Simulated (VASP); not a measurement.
A run of VASP 6.6.1 is set up as follows.

File INCAR:

```
SYSTEM = Os
  PREC = Accurate
  ENCUT = 520
  EDIFF = 1E-6
  ISMEAR = -1
  SIGMA = 0.1
  LREAL = .FALSE.
  LASPH = .TRUE.
  NELM = 100
  ALGO = Normal
  ISIF = 2
  LWAVE = .FALSE.
  LCHARG = .FALSE.
  GGA = PS
  NBANDS = 10
```

KPOINTS

```
regular mesh
0
G
  14 14 14
  0 0 0
```

File POSCAR:

```
Os
1.0
   -1.5313543142      1.5313543142      1.5313543142
    1.5313543142     -1.5313543142      1.5313543142
    1.5313543142      1.5313543142     -1.5313543142
Os
1
Direct
    0.0000000000      0.0000000000      0.0000000000
```

Potentials or basis: VASP PAW PBE potentials, release 64 (Os).

The run is started by

```bash
$ cat potpaw_PBE.64/Os/POTCAR > POTCAR
$ mpirun -np 1 vasp_std > vasp.out
```

Task: Predict the band gap on the k mesh.

Result: Zero (band 4 reaches 11.66 eV, above the bottom of band 5 at 7.15 eV).

Task: What does it give for the pressure?

Result: 0.7 GPa.

Caveat: the PAW data sets were made with another functional, which shifts forces and pressure a little; spin-orbit coupling is left out, which moves the levels of the heavy elements.
